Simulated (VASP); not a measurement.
# WS2 in VASP: notebook, part 2 of 2

VASP 6.6.1.

## (3) Single point, PBE+D3(BJ)

This run uses another cell than the first one, of 17.44 Å³/atom, 0.968 times its volume.

INCAR

```
SYSTEM = WS2
PREC     = Accurate       ! precision mode
ENCUT    = 520            ! plane-wave cutoff, eV
EDIFF    = 1E-6           ! SCF threshold, eV
ISMEAR   = 0              ! smearing method
SIGMA    = 0.02           ! smearing width, eV
LREAL    = .False.        ! projectors in reciprocal space
LASPH    = .True.         ! aspherical terms in the spheres
NELM     = 60             ! most SCF steps
ALGO     = Normal         ! electronic algorithm
ISIF     = 2              ! what is computed and relaxed
LWAVE    = .False.        ! write WAVECAR
LCHARG   = .False.        ! write CHGCAR
GGA      = PE             ! functional
IVDW     = 12             ! dispersion correction
NBANDS   = 35             ! bands
```

KPOINTS

```
regular mesh
0
Gamma
  12 12 4
  0 0 0
```

POSCAR

```
WS2
1.0
    3.1541505634      0.0000000000      0.0000000000
   -1.5770752817      2.7315745153      0.0000000000
    0.0000000000      0.0000000000     12.1477773454
W S
2 4
Direct
    0.3333333333      0.6666666667      0.7501682012
    0.6666666667      0.3333333333      0.2498317988
    0.3333333333      0.6666666667      0.1202132495
    0.6666666667      0.3333333333      0.6205433143
    0.3333333333      0.6666666667      0.3794566857
    0.6666666667      0.3333333333      0.8797867505
```

Potentials or basis: VASP PAW PBE potentials, release 64 (W_sv, S).

Run with:

```
> cat potpaw_PBE.64/W_sv/POTCAR potpaw_PBE.64/S/POTCAR > POTCAR
> mpirun -np 1 vasp_std > vasp.out
```

OUTCAR:

```text
SYSTEM = WS2
   PREC = Accurate
   ENCUT = 520
   EDIFF = 1E-6
   ISMEAR = 0
   LREAL = .False.
   LASPH = .True.
   NELM = 60
   ISIF = 2
   GGA = PE
   IVDW = 12
 IVDW          = 12

 ion  position               nearest neighbor table
   1  0.333  0.667  0.750-   6 2.41   6 2.41   6 2.41   4 2.41   4 2.41   4 2.41
   2  0.667  0.333  0.250-   3 2.41   3 2.41   3 2.41   5 2.41   5 2.41   5 2.41
   3  0.333  0.667  0.120-   2 2.41   2 2.41   2 2.41
   4  0.667  0.333  0.621-   1 2.41   1 2.41   1 2.41
   5  0.333  0.667  0.379-   2 2.41   2 2.41   2 2.41
   6  0.667  0.333  0.880-   1 2.41   1 2.41   1 2.41

  LATTYP: Found a hexagonal cell.
 ALAT       =     3.1541505634
 C/A-ratio  =     3.8513625463

  Lattice vectors:

 A1 = (   3.1541505634,   0.0000000000,   0.0000000000)
 A2 = (  -1.5770752817,   2.7315745153,   0.0000000000)
 A3 = (   0.0000000000,   0.0000000000,  12.1477773454)

Analysis of symmetry for initial positions (statically):
=====================================================================
 Subroutine PRICEL returns:
 Original cell was already a primitive cell.

 Routine SETGRP: Setting up the symmetry group for a
 hexagonal supercell.

 Subroutine GETGRP returns: Found 12 space group operations
[... 179 lines left out ...]

 k-point     1 :       0.0000    0.0000    0.0000
  band No.  band energies     occupation
      1     -66.9268      2.00000
      2     -66.9268      2.00000
      3     -31.1843      2.00000
      4     -31.1842      2.00000
      5     -31.0063      2.00000
      6     -31.0063      2.00000
[... 901 lines left out ...]
     34      10.7660      0.00000
     35      14.1519      0.00000

 [... further k-points ...]

------------------------ aborting loop because EDIFF is reached ----------------------------------------

 Edisp (eV)   -2.60902

 E8    (eV) :    -1.0964

  FORCE on cell =-STRESS in cart. coord.  units (eV):
  Direction    XX          YY          ZZ          XY          YZ          ZX
  --------------------------------------------------------------------------------------
  -------------------------------------------------------------------------------------
  Total      -0.02322    -0.02322    -0.02964     0.00000     0.00000     0.00000
  in kB      -0.35549    -0.35549    -0.45372     0.00000     0.00000     0.00000
  external pressure =       -0.39 kB  Pullay stress =        0.00 kB

 VOLUME and BASIS-vectors are now :
 -----------------------------------------------------------------------------
  energy-cutoff  :      520.00
  volume of cell :      104.66
      direct lattice vectors                 reciprocal lattice vectors
     3.154150563  0.000000000  0.000000000     0.317042570  0.183044613  0.000000000
    -1.577075282  2.731574515  0.000000000     0.000000000  0.366089226  0.000000000
     0.000000000  0.000000000 12.147777345     0.000000000  0.000000000  0.082319586

 POSITION                                       TOTAL-FORCE (eV/Angst)
 -----------------------------------------------------------------------------------
     -0.00000      1.82105      9.11288        -0.000000      0.000000     -0.002193
      1.57708      0.91052      3.03490         0.000000     -0.000000      0.002193
     -0.00000      1.82105      1.46032        -0.000000      0.000000     -0.004470
      1.57708      0.91052      7.53822        -0.000000      0.000000     -0.007135
     -0.00000      1.82105      4.60956         0.000000     -0.000000      0.007135
      1.57708      0.91052     10.68745         0.000000     -0.000000      0.004470
 -----------------------------------------------------------------------------------
    total drift:                                0.000000     -0.000000     -0.000000

  FREE ENERGIE OF THE ION-ELECTRON SYSTEM (eV)
  ---------------------------------------------------
  free  energy   TOTEN  =       -49.7999433264 eV

  energy  without entropy=      -49.7999433264  energy(sigma->0) =      -49.79994333
```

OSZICAR:

```text
N       E                     dE             d eps       ncg     rms          rms(c)
DAV:   1     0.515824411692E+03    0.51582E+03   -0.28439E+04  5302   0.149E+03
DAV:   2    -0.164401882551E+02   -0.53226E+03   -0.51394E+03  5579   0.413E+02
DAV:   3    -0.490568776360E+02   -0.32617E+02   -0.32053E+02  6005   0.970E+01
DAV:   4    -0.498559890070E+02   -0.79911E+00   -0.79493E+00  5885   0.157E+01
DAV:   5    -0.498715246568E+02   -0.15536E-01   -0.15525E-01  5785   0.234E+00    0.383E+01
DAV:   6    -0.475574179586E+02    0.23141E+01   -0.81427E+00  5511   0.193E+01    0.165E+01
DAV:   7    -0.473383652360E+02    0.21905E+00   -0.26866E+00  5221   0.851E+00    0.674E+00
DAV:   8    -0.471911464236E+02    0.14722E+00   -0.40889E-01  5439   0.443E+00    0.223E+00
DAV:   9    -0.471939946358E+02   -0.28482E-02   -0.53175E-02  5809   0.119E+00    0.120E+00
DAV:  10    -0.471914776939E+02    0.25169E-02   -0.27502E-02  5704   0.107E+00    0.415E-01
DAV:  11    -0.471909354388E+02    0.54226E-03   -0.47682E-03  5330   0.426E-01    0.194E-01
DAV:  12    -0.471909057937E+02    0.29645E-04   -0.19089E-04  5383   0.804E-02    0.870E-02
DAV:  13    -0.471909214245E+02   -0.15631E-04   -0.36549E-05  5439   0.354E-02    0.548E-02
DAV:  14    -0.471909237215E+02   -0.22969E-05   -0.24968E-05  5716   0.289E-02    0.372E-02
DAV:  15    -0.471909226134E+02    0.11081E-05   -0.38971E-06  4981   0.137E-02    0.199E-02
DAV:  16    -0.471909226673E+02   -0.53925E-07   -0.11849E-06  2987   0.487E-03
   1 F= -.49799943E+02 E0= -.49799943E+02  d E =-.798524E-46
```

Wall time 8 min (1 thread of AMD EPYC 7R13, shared host); peak memory 0.32 GiB.

What came out:

| Property | Result |
| --- | --- |
| Free energy | -49.7999 eV |
| Pressure | 0.0 GPa |
| Largest force | 0.007 eV/Å |
| Band gap on the k mesh | 0.91 eV, indirect (least direct gap 1.83 eV) |
| Dispersion energy per atom | -0.435 eV |

Forces in eV/Å, atoms in the order of the input:
```
W    0.000  0.000 -0.002
W    0.000  0.000  0.002
S    0.000  0.000 -0.004
S    0.000  0.000 -0.007
S    0.000  0.000  0.007
S    0.000  0.000  0.004
```

Caveat: spin-orbit coupling is left out, which moves the levels of the heavy elements.

## (4) Single point, PBE+D3(BJ) (biaxial strain in the a-b plane: +1.0 %)

INCAR

```
ALGO     = Normal         # electronic algorithm
EDIFF    = 1E-6           # SCF threshold, eV
ENCUT    = 520            # plane-wave cutoff, eV
GGA      = PE             # functional
ISIF     = 2              # what is computed and relaxed
ISMEAR   = 0              # smearing method
IVDW     = 12             # dispersion correction
LASPH    = T              # aspherical terms in the spheres
LCHARG   = F              # write CHGCAR
LREAL    = F              # projectors in reciprocal space
LWAVE    = F              # write WAVECAR
NBANDS   = 35             # bands
NELM     = 100            # most SCF steps
PREC     = Accurate       # precision mode
SIGMA    = 0.02           # smearing width, eV
```

KPOINTS

```
k-points
0
Gamma
  12 12 4
```

Edit POSCAR of step 3 so:

```diff
@@ -2,5 +2,5 @@
 1.0
-    3.1541505634      0.0000000000      0.0000000000
-   -1.5770752817      2.7315745153      0.0000000000
-    0.0000000000      0.0000000000     12.1477773454
+    3.1856920691      0.0000000000      0.0000000000
+   -1.5928460345      2.7588902604      0.0000000000
+    0.0000000000      0.0000000000     12.0748906813
 W S
```

Potentials or basis: VASP PAW PBE potentials, release 64 (W_sv, S).

Run with:

```
> cat potpaw_PBE.64/W_sv/POTCAR potpaw_PBE.64/S/POTCAR > POTCAR
> mpirun -np 1 vasp_std > vasp.out
```

OUTCAR:

```text
EDIFF = 1E-6
   ENCUT = 520
   GGA = PE
   ISIF = 2
   ISMEAR = 0
   IVDW = 12
   LASPH = T
   LREAL = F
   NELM = 100
   PREC = Accurate
 IVDW          = 12

 ion  position               nearest neighbor table
   1  0.333  0.667  0.750-   6 2.42   6 2.42   6 2.42   4 2.42   4 2.42   4 2.42
   2  0.667  0.333  0.250-   3 2.42   3 2.42   3 2.42   5 2.42   5 2.42   5 2.42
   3  0.333  0.667  0.120-   2 2.42   2 2.42   2 2.42
   4  0.667  0.333  0.621-   1 2.42   1 2.42   1 2.42
   5  0.333  0.667  0.379-   2 2.42   2 2.42   2 2.42
   6  0.667  0.333  0.880-   1 2.42   1 2.42   1 2.42

  LATTYP: Found a hexagonal cell.
 ALAT       =     3.1856920691
 C/A-ratio  =     3.7903508624

  Lattice vectors:

 A1 = (   3.1856920691,   0.0000000000,   0.0000000000)
 A2 = (  -1.5928460345,   2.7588902604,   0.0000000000)
 A3 = (   0.0000000000,   0.0000000000,  12.0748906813)

Analysis of symmetry for initial positions (statically):
=====================================================================
 Subroutine PRICEL returns:
 Original cell was already a primitive cell.

 Routine SETGRP: Setting up the symmetry group for a
 hexagonal supercell.

 Subroutine GETGRP returns: Found 12 space group operations
 (whereof 12 operations were pure point group operations)
 out of a pool of 24 trial point group operations.

The static configuration has the point symmetry D_3d.

Analysis of symmetry for dynamics (positions and initial velocities):
=====================================================================
 Subroutine PRICEL returns:
 Original cell was already a primitive cell.

 Routine SETGRP: Setting up the symmetry group for a
 hexagonal supercell.

 Subroutine GETGRP returns: Found 12 space group operations
 (whereof 12 operations were pure point group operations)
 out of a pool of 24 trial point group operations.

The dynamic configuration has the point symmetry D_3d.

 Subroutine INISYM returns: Found 12 space group operations
 (whereof 12 operations are pure point group operations),
 and found     1 'primitive' translations

----------------------------------------------------------------------------------------

                                     Primitive cell

  volume of cell :     106.1259

  direct lattice vectors                    reciprocal lattice vectors
     3.185692069  0.000000000  0.000000000     0.313903534  0.181232290  0.000000000
    -1.592846034  2.758890260  0.000000000     0.000000000  0.362464580  0.000000000
     0.000000000  0.000000000 12.074890681     0.000000000  0.000000000  0.082816485

  length of vectors
     3.185692069  3.185692069 12.074890681     0.362464580  0.362464580  0.082816485

  position of ions in fractional coordinates (direct lattice)
     0.333333333  0.666666667  0.750168201
     0.666666667  0.333333333  0.249831799
     0.333333333  0.666666667  0.120213249
     0.666666667  0.333333333  0.620543314
     0.333333333  0.666666667  0.379456686
     0.666666667  0.333333333  0.879786751

[... 31 lines left out ...]
 ===========================================

 Found     69 irreducible k-points:

 Following reciprocal coordinates:
            Coordinates               Weight
  0.000000  0.000000  0.000000      1.000000
  0.083333  0.000000  0.000000      6.000000
  0.166667  0.000000  0.000000      6.000000
  0.250000  0.000000  0.000000      6.000000
  0.333333  0.000000  0.000000      6.000000
  0.416667  0.000000  0.000000      6.000000
[... 16 lines left out ...]
  0.166667  0.000000  0.250000      6.000000
  0.000000  0.166667  0.250000      6.000000
 [... further k-points ...]
   k-points           NKPTS =     69   k-points in BZ     NKDIM =     69   number of bands    NBANDS=     35
   number of dos      NEDOS =    301   number of ions     NIONS =      6
   total plane-waves  NPLWV =  51840
   dimension x,y,z NGX =    24 NGY =   24 NGZ =   90
   dimension x,y,z NGXF=    48 NGYF=   48 NGZF=  180
   ions per type =               2   4
   NGX,Y,Z   is equivalent  to a cutoff of  12.52, 12.52, 12.39 a.u.
   NGXF,Y,Z  is equivalent  to a cutoff of  25.05, 25.05, 24.78 a.u.
 SYSTEM =  unknown system
   PREC   = accura    normal or accurate (medium, high low for compatibility)
   ISTART =      0    job   : 0-new  1-cont  2-samecut
   ICHARG =      2    charge: 1-file 2-atom 10-const
   ISPIN  =      1    spin polarized calculation?
   LNONCOLLINEAR =      F non collinear calculations
   LSORBIT =      F    spin-orbit coupling
   LASPH  =      T    aspherical Exc in radial PAW
   ENCUT  =  520.0 eV  38.22 Ry    6.18 a.u.   5.92  5.92 22.45*2*pi/ulx,y,z
   NELM   =    100;   NELMIN=  2; NELMDL= -5     # of ELM steps
   EDIFF  = 0.1E-05   stopping-criterion for ELM
   LREAL  =      F    real-space projection
   EDIFFG = 0.1E-04   stopping-criterion for IOM
   NSW    =      0    number of steps for IOM
   IBRION =     -1    ionic relax: 0-MD 1-quasi-New 2-CG
   NFREE  =      0    steps in history (QN), initial steepest desc. (CG)
   ISIF   =      2    stress and relaxation
   ISYM   =      2    0-nonsym 1-usesym 2-fastsym
   POTIM  = 0.5000    time-step for ionic-motion
   TEBEG  =    0.0;   TEEND  =   0.0 temperature during run
   PSTRESS=    0.0 pullay stress
   NELECT =      52.0000    total number of electrons
   NUPDOWN=      -1.0000    fix difference up-down
   EMIN   =  10.00;   EMAX   =-10.00  energy-range for DOS
   EFERMI =   0.00;   METHOD = LEGACY
   ISMEAR =     0;   SIGMA  =   0.02  broadening in eV -4-tet -1-fermi 0-gaus
   EFERMI_NEDOS =   21; number of points for ismear=-14 and -15
   IALGO  =     38    algorithm
   IMIX   =      4    mixing-type and parameters
     AMIX     =   0.40;   BMIX     =  1.00
     AMIX_MAG =   1.60;   BMIX_MAG =  1.00
  volume/ion in A,a.u.               =      17.69       119.36
  Fermi-wavevector in a.u.,A,eV,Ry     =   1.290631  2.438939 22.663615  1.665729
  Thomas-Fermi vector in A             =   2.422451
   LORBIT       =      0    0 simple, 1 ext, 2 COOP (PROOUT), +10 PAW based schemes
   GGA     = PE    functional components
   LHFCALC =     F    Hartree Fock is set to
   AEXX    =    0.0000 exact exchange contribution
   IVDW    =    12    specifies the selected vdW correction
   LEPSILON=     F    determine dielectric tensor
   LRPA    =     F    only Hartree local field effects (RPA)
 non-spin polarized calculation
 Gauss-broadening in eV      SIGMA  =   0.02
  energy-cutoff  :      520.00
  volume of cell :      106.13
 maximum number of plane-waves:      2892
   NGX = 11   NGY = 11   NGZ = 45

 number of electron      52.0000002 magnetization

 Free energy of the ion-electron system (eV)
  ---------------------------------------------------
  ext. energy  EPLUGINS =         0.00000000
  ---------------------------------------------------
  free energy    TOTEN  =       -47.20832035 eV

  energy without entropy =      -47.20832035  energy(sigma->0) =      -47.20832035

 E-fermi :   7.9512     XC(G=0): -11.0067

 val. band max:        7.6332306889   @ k =   0.0000   0.0000   0.0000
 cond. band min:       8.5148506295   @ k =   0.1667   0.1667   0.0000
 fundamental gap:      0.8816199406
 Fermi energy:         7.9512405505

 k-point     1 :       0.0000    0.0000    0.0000
  band No.  band energies     occupation
      1     -67.1320      2.00000
      2     -67.1320      2.00000
      3     -31.3648      2.00000
      4     -31.3647      2.00000
      5     -31.2218      2.00000
      6     -31.2218      2.00000
[... 901 lines left out ...]
     34      10.5135      0.00000
     35      13.8205      0.00000

 [... further k-points ...]

------------------------ aborting loop because EDIFF is reached ----------------------------------------

 Edisp (eV)   -2.57225

 E8    (eV) :    -1.0809

  FORCE on cell =-STRESS in cart. coord.  units (eV):
  Direction    XX          YY          ZZ          XY          YZ          ZX
  --------------------------------------------------------------------------------------
  -------------------------------------------------------------------------------------
  Total      -2.03548    -2.03548    -0.15525    -0.00000     0.00000     0.00000
  in kB     -30.72950   -30.72950    -2.34381    -0.00000     0.00000     0.00000
  external pressure =      -21.27 kB  Pullay stress =        0.00 kB

 VOLUME and BASIS-vectors are now :
 -----------------------------------------------------------------------------
  energy-cutoff  :      520.00
  volume of cell :      106.13
      direct lattice vectors                 reciprocal lattice vectors
     3.185692069  0.000000000  0.000000000     0.313903534  0.181232290  0.000000000
    -1.592846034  2.758890260  0.000000000     0.000000000  0.362464580  0.000000000
     0.000000000  0.000000000 12.074890681     0.000000000  0.000000000  0.082816485

 POSITION                                       TOTAL-FORCE (eV/Angst)
 -----------------------------------------------------------------------------------
     -0.00000      1.83926      9.05820         0.000000      0.000000     -0.002175
      1.59285      0.91963      3.01669        -0.000000     -0.000000      0.002175
     -0.00000      1.83926      1.45156         0.000000     -0.000000      0.040957
      1.59285      0.91963      7.49299         0.000000      0.000000      0.038019
     -0.00000      1.83926      4.58190         0.000000     -0.000000     -0.038019
      1.59285      0.91963     10.62333        -0.000000      0.000000     -0.040957
 -----------------------------------------------------------------------------------
    total drift:                                0.000000     -0.000000     -0.000000

  FREE ENERGIE OF THE ION-ELECTRON SYSTEM (eV)
  ---------------------------------------------------
  free  energy   TOTEN  =       -49.7805748774 eV

  energy  without entropy=      -49.7805748774  energy(sigma->0) =      -49.78057488
```

It took 7.6 min on 1 thread of AMD EPYC 7R13, shared host; peak memory 0.33 GiB.

What came out:

```yaml
Free_energy: -49.7806 eV
Pressure: -2.1 GPa
Largest_force: 0.041 eV/Å
Band_gap_on_the_k_mesh: 0.88 eV, indirect (least direct gap 1.70 eV)
Dispersion_energy_per_atom: -0.429 eV
```

Forces on the atoms (eV/Å):
```
W    0.000  0.000 -0.002
W    0.000  0.000  0.002
S    0.000  0.000  0.041
S    0.000  0.000  0.038
S    0.000  0.000 -0.038
S    0.000  0.000 -0.041
```

Caveat: the cell differs from its parent crystal (biaxial strain in the a-b plane: +1.0 %); spin-orbit coupling is left out, which moves the levels of the heavy elements. A k mesh can miss the band edges.

## (5) Summary

| cell | gap on the mesh (eV) | pressure (GPa) | largest force (eV/Å) |
| --- | --- | --- | --- |
| a = 3.217, b = 3.217, c = 12.064 Å, angles 90.0, 90.0, 120.0°, 6 atoms | 0.85 | -3.8 | - |
| a = 3.154, b = 3.154, c = 12.148 Å, angles 90.0, 90.0, 120.0°, 6 atoms | 0.91 | 0.0 | 0.01 |
| a = 3.186, b = 3.186, c = 12.075 Å, angles 90.0, 90.0, 120.0°, 6 atoms | 0.88 | -2.1 | 0.04 |

Alike in all rows: task single point; level PBE+D3(BJ); potentials or basis VASP PAW PBE potentials, release 64 (W_sv, S); no spin polarisation; k mesh 12 × 12 × 4; cutoff (eV) 520; smearing gaussian 0.02 eV.

Caveats: spin-orbit coupling is left out, which moves the levels of the heavy elements.

Total energies depend on the potentials used, so only differences within one code and one set of settings carry meaning.
